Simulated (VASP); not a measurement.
# Zn (I4/mmm) in VASP: single point with PBEsol

Aim: the single point of Zn with PBEsol.

Everything below comes from runs of VASP 6.6.1. Logs are shortened: lines on timing, memory, paths and dates and some standing lists are left out, and cuts for length are marked.

### 1 The cell of the first run

The structure is tetragonal, space group I4/mmm (No. 139). The conventional cell has a = 3.362 Å, b = 3.362 Å, c = 2.564 Å, α = 90.00°, β = 90.00°, γ = 90.00°. Within 3.4 Å of Zn (site symmetry 4/mmm) lie 14 Zn at 2.56 to 3.36 Å.

### 2 Single point, PBEsol

INCAR

```
PREC = Accurate
ENCUT = 520
EDIFF = 1E-6
ISMEAR = 0
SIGMA = 0.1
LREAL = False
LASPH = True
NELM = 80
ALGO = Fast
ISIF = 2
LWAVE = False
LCHARG = True
GGA = PS
LELF = True
LVHAR = True
NBANDS = 32
```

KPOINTS

```
regular mesh
0
Gamma
  14 14 14
```

POSCAR

```
Zn
1.0
    0.0000000000      3.3615743348     -2.5639032376
   -3.3615743348      0.0000000000      2.5639032376
    3.3615743348      0.0000000000      2.5639032376
Zn
4
Direct
    0.0000000000      0.0000000000      0.0000000000
    0.5000000000      0.7500000000      0.2500000000
    0.0000000000      0.5000000000      0.5000000000
    0.5000000000      0.2500000000      0.7500000000
```

Potentials or basis: VASP PAW PBE potentials, release 64 (Zn).

On the command line:

```sh
cat potpaw_PBE.64/Zn/POTCAR > POTCAR
mpirun -np 1 vasp_std > vasp.out
```

OUTCAR:

```text
PREC = Accurate
   ENCUT = 520
   EDIFF = 1E-6
   ISMEAR = 0
   LREAL = False
   LASPH = True
   NELM = 80
   ISIF = 2
   GGA = PS

 ion  position               nearest neighbor table
   1  0.000  0.000  0.000-   3 2.56   3 2.56   2 2.70   4 2.70   2 2.70   4 2.70   2 2.70   4 2.70
                             4 2.70   2 2.70
   2  0.500  0.750  0.250-   4 2.56   4 2.56   3 2.70   1 2.70   3 2.70   1 2.70   1 2.70   3 2.70
                             1 2.70   3 2.70
   3  0.000  0.500  0.500-   1 2.56   1 2.56   4 2.70   2 2.70   4 2.70   2 2.70   2 2.70   4 2.70
                             4 2.70   2 2.70
   4  0.500  0.250  0.750-   2 2.56   2 2.56   1 2.70   3 2.70   1 2.70   3 2.70   1 2.70   3 2.70
                             3 2.70   1 2.70

  LATTYP: Found a body centered tetragonal cell.
 ALAT       =     4.7539840152
 C/A-ratio  =     1.0786335122

  Lattice vectors:

 A1 = (   3.3615743348,   0.0000000000,  -2.5639032376)
 A2 = (  -3.3615743348,   0.0000000000,  -2.5639032376)
 A3 = (   0.0000000000,   3.3615743348,   2.5639032376)

Analysis of symmetry for initial positions (statically):
=====================================================================
 Subroutine PRICEL returns following result:

  LATTYP: Found a body centered tetragonal cell.
 ALAT       =     3.3615743348
 C/A-ratio  =     0.7627090709

  Lattice vectors:

 A1 = (   1.6807871674,  -1.6807871674,  -1.2819516188)
 A2 = (  -1.6807871674,   1.6807871674,  -1.2819516188)
 A3 = (   1.6807871674,   1.6807871674,   1.2819516188)

   4 primitive cells build up your supercell.

 Routine SETGRP: Setting up the symmetry group for a
 body centered tetragonal supercell.

 Subroutine GETGRP returns: Found 16 space group operations
 (whereof 16 operations were pure point group operations)
 out of a pool of 16 trial point group operations.

The static configuration has the point symmetry D_4h.

Analysis of symmetry for dynamics (positions and initial velocities):
=====================================================================
 Subroutine PRICEL returns following result:

  LATTYP: Found a body centered tetragonal cell.
 ALAT       =     3.3615743348
 C/A-ratio  =     0.7627090709

  Lattice vectors:

 A1 = (   1.6807871674,  -1.6807871674,  -1.2819516188)
 A2 = (  -1.6807871674,   1.6807871674,  -1.2819516188)
 A3 = (   1.6807871674,   1.6807871674,   1.2819516188)

   4 primitive cells build up your supercell.

 Routine SETGRP: Setting up the symmetry group for a
 body centered tetragonal supercell.

 Subroutine GETGRP returns: Found 16 space group operations
 (whereof 16 operations were pure point group operations)
 out of a pool of 16 trial point group operations.

The dynamic configuration has the point symmetry D_4h.

 Subroutine INISYM returns: Found 16 space group operations
 (whereof 16 operations are pure point group operations),
 and found     4 'primitive' translations

----------------------------------------------------------------------------------------

                                     Primitive cell

  volume of cell :      14.4863

  direct lattice vectors                    reciprocal lattice vectors
     1.680787167 -1.680787167 -1.281951619     0.297479663  0.000000000 -0.390030320
    -1.680787167  1.680787167 -1.281951619     0.000000000  0.297479663 -0.390030320
     1.680787167  1.680787167  1.281951619     0.297479663  0.297479663  0.000000000

  length of vectors
     2.700646396  2.700646396  2.700646396     0.490528083  0.490528083  0.420699774

  position of ions in fractional coordinates (direct lattice)
     0.000000000  0.000000000  0.000000000

  ion indices of the primitive-cell ions
   primitive index   ion index
                 1           1

----------------------------------------------------------------------------------------

 KPOINTS: regular mesh

Automatic generation of k-mesh.
 Grid dimensions read from file:
 generate k-points for:   14   14   14

 Generating k-lattice:

  Cartesian coordinates                     Fractional coordinates (reciprocal lattice)
     0.000000000  0.021248547  0.000000000     0.071428571  0.000000000  0.000000000
    -0.010624274  0.010624274  0.013929654     0.000000000  0.071428571  0.000000000
     0.010624274  0.010624274  0.013929654     0.000000000  0.000000000  0.071428571

  Length of vectors
     0.021248547  0.020488671  0.020488671

  Shift w.r.t. Gamma in fractional coordinates (k-lattice)
     0.000000000  0.000000000  0.000000000

 Subroutine IBZKPT returns following result:
 ===========================================

 Found    244 irreducible k-points:

 Following reciprocal coordinates:
            Coordinates               Weight
  0.000000  0.000000  0.000000      1.000000
  0.071429  0.000000  0.000000      4.000000
  0.142857  0.000000  0.000000      4.000000
  0.214286  0.000000  0.000000      4.000000
  0.285714  0.000000  0.000000      4.000000
  0.357143  0.000000  0.000000      4.000000
[... 16 lines left out ...]
 -0.071429  0.142857  0.000000      8.000000
 -0.000000  0.214286  0.000000      8.000000
 [... further k-points ...]
   k-points           NKPTS =    244   k-points in BZ     NKDIM =    244   number of bands    NBANDS=     32
   number of dos      NEDOS =    301   number of ions     NIONS =      4
   total plane-waves  NPLWV =  32768
   dimension x,y,z NGX =    32 NGY =   32 NGZ =   32
   dimension x,y,z NGXF=    64 NGYF=   64 NGZF=   64
   ions per type =               4
   NGX,Y,Z   is equivalent  to a cutoff of  12.58, 12.58, 12.58 a.u.
   NGXF,Y,Z  is equivalent  to a cutoff of  25.17, 25.17, 25.17 a.u.
 SYSTEM =  unknown system
   PREC   = accura    normal or accurate (medium, high low for compatibility)
   ISTART =      0    job   : 0-new  1-cont  2-samecut
   ICHARG =      2    charge: 1-file 2-atom 10-const
   ISPIN  =      1    spin polarized calculation?
   LNONCOLLINEAR =      F non collinear calculations
   LSORBIT =      F    spin-orbit coupling
   LASPH  =      T    aspherical Exc in radial PAW
   ENCUT  =  520.0 eV  38.22 Ry    6.18 a.u.   7.86  7.86  7.86*2*pi/ulx,y,z
   NELM   =     80;   NELMIN=  2; NELMDL= -5     # of ELM steps
   EDIFF  = 0.1E-05   stopping-criterion for ELM
   LREAL  =      F    real-space projection
   EDIFFG = 0.1E-04   stopping-criterion for IOM
   NSW    =      0    number of steps for IOM
   IBRION =     -1    ionic relax: 0-MD 1-quasi-New 2-CG
   NFREE  =      0    steps in history (QN), initial steepest desc. (CG)
   ISIF   =      2    stress and relaxation
   ISYM   =      2    0-nonsym 1-usesym 2-fastsym
   POTIM  = 0.5000    time-step for ionic-motion
   TEBEG  =    0.0;   TEEND  =   0.0 temperature during run
   PSTRESS=    0.0 pullay stress
   NELECT =      48.0000    total number of electrons
   NUPDOWN=      -1.0000    fix difference up-down
   EMIN   =  10.00;   EMAX   =-10.00  energy-range for DOS
   EFERMI =   0.00;   METHOD = LEGACY
   ISMEAR =     0;   SIGMA  =   0.10  broadening in eV -4-tet -1-fermi 0-gaus
   EFERMI_NEDOS =   21; number of points for ismear=-14 and -15
   IALGO  =     68    algorithm
   IMIX   =      4    mixing-type and parameters
     AMIX     =   0.40;   BMIX     =  1.00
     AMIX_MAG =   1.60;   BMIX_MAG =  1.00
  volume/ion in A,a.u.               =      14.49        97.76
  Fermi-wavevector in a.u.,A,eV,Ry     =   1.537504  2.905461 32.163060  2.363918
  Thomas-Fermi vector in A             =   2.644003
   LORBIT       =      0    0 simple, 1 ext, 2 COOP (PROOUT), +10 PAW based schemes
   GGA     = PS    functional components
   LHFCALC =     F    Hartree Fock is set to
   AEXX    =    0.0000 exact exchange contribution
   IVDW    =     0    specifies the selected vdW correction
   LEPSILON=     F    determine dielectric tensor
   LRPA    =     F    only Hartree local field effects (RPA)
 non-spin polarized calculation
 RMM-DIIS sequential band-by-band and
 Gauss-broadening in eV      SIGMA  =   0.10
  energy-cutoff  :      520.00
  volume of cell :       57.95
 maximum number of plane-waves:      1584
   NGX = 15   NGY = 15   NGZ = 15

 number of electron      48.0000020 magnetization

 Free energy of the ion-electron system (eV)
  ---------------------------------------------------
  ext. energy  EPLUGINS =         0.00000000
  ---------------------------------------------------
  free energy    TOTEN  =        -6.23556138 eV

  energy without entropy =       -6.22949701  energy(sigma->0) =       -6.23252920

 E-fermi :   3.1869     XC(G=0): -11.9523

 val. band max:        3.1862713347   @ k =  -0.4286   0.4286   0.2857
 cond. band min:       3.1901320213   @ k =  -0.2143   0.2857   0.1429
 fundamental gap:      0.0038606866
 Fermi energy:         3.1868689884

 k-point     1 :       0.0000    0.0000    0.0000
  band No.  band energies     occupation
      1      -7.5191      2.00000
      2      -5.3453      2.00000
      3      -5.2088      2.00000
      4      -4.8793      2.00000
      5      -4.8400      2.00000
      6      -4.8400      2.00000
[... 24 lines left out ...]
     31       6.6404      0.00000
     32       8.0452      0.00000

 k-point     2 :       0.0714    0.0000    0.0000
  band No.  band energies     occupation
      1      -7.4501      2.00000
      2      -5.3370      2.00000
      3      -5.1913      2.00000
      4      -4.8717      2.00000
      5      -4.8704      2.00000
      6      -4.8704      2.00000
[... 24 lines left out ...]
     31       7.3734      0.00000
     32       8.5249      0.00000
[... 733 lines left out ...]
     31       9.0548      0.00000
     32       9.0548      0.00000

 k-point    24 :      -0.0000    0.2143    0.0000
  band No.  band energies     occupation
      1      -6.9380      2.00000
      2      -5.1985      2.00000
      3      -5.0828      2.00000
      4      -4.9560      2.00000
      5      -4.9226      2.00000
      6      -4.8220      2.00000
[... 24 lines left out ...]
     31      10.3649      0.00000
     32      11.9107      0.00000

 [... further k-points ...]

------------------------ aborting loop because EDIFF is reached ----------------------------------------

  FORCE on cell =-STRESS in cart. coord.  units (eV):
  Direction    XX          YY          ZZ          XY          YZ          ZX
  --------------------------------------------------------------------------------------
  -------------------------------------------------------------------------------------
  Total        0.1917589      0.1917589      0.3291853      0.0000000     -0.0000000      0.0000000
  in kB        5.3021131      5.3021131      9.1019409      0.0000000     -0.0000000      0.0000000
  external PRESSURE =       6.5687224 kB  Pullay stress =       0.0000000 kB

 VOLUME and BASIS-vectors are now :
 -----------------------------------------------------------------------------
  energy-cutoff  :      520.00
  volume of cell :       57.95
      direct lattice vectors                 reciprocal lattice vectors
     0.000000000  3.361574335 -2.563903238     0.000000000  0.297479663  0.000000000
    -3.361574335  0.000000000  2.563903238    -0.148739831  0.148739831  0.195015160
     3.361574335  0.000000000  2.563903238     0.148739831  0.148739831  0.195015160

 POSITION                                       TOTAL-FORCE (eV/Angst)
 -----------------------------------------------------------------------------------
      0.00000      0.00000      0.00000         0.000000     -0.000000     -0.000000
     -1.68079      1.68079      1.28195        -0.000000      0.000000     -0.000000
      0.00000      0.00000      2.56390        -0.000000      0.000000      0.000000
      1.68079      1.68079      1.28195         0.000000     -0.000000      0.000000
 -----------------------------------------------------------------------------------
    total drift:                               -0.000000      0.000000      0.000000

  FREE ENERGIE OF THE ION-ELECTRON SYSTEM (eV)
  ---------------------------------------------------
  free  energy   TOTEN  =        -6.2355613773 eV

  energy  without entropy=       -6.2294970134  energy(sigma->0) =       -6.23252920
```

It took 6.9 min on 1 thread of Intel Xeon 8259CL, shared host; peak memory 0.42 GiB.

What came out:

* Free energy: -6.2356 eV
* Pressure: 0.7 GPa
* Band gap on the k mesh: zero (bands 24 and 25 overlap by 4.34 eV)

Stress tensor (GPa, compression positive):
```
0.53 0.00 0.00
0.00 0.53 0.00
0.00 0.00 0.91
```

Caveat: the PAW data sets were made with another functional, which shifts forces and pressure a little.
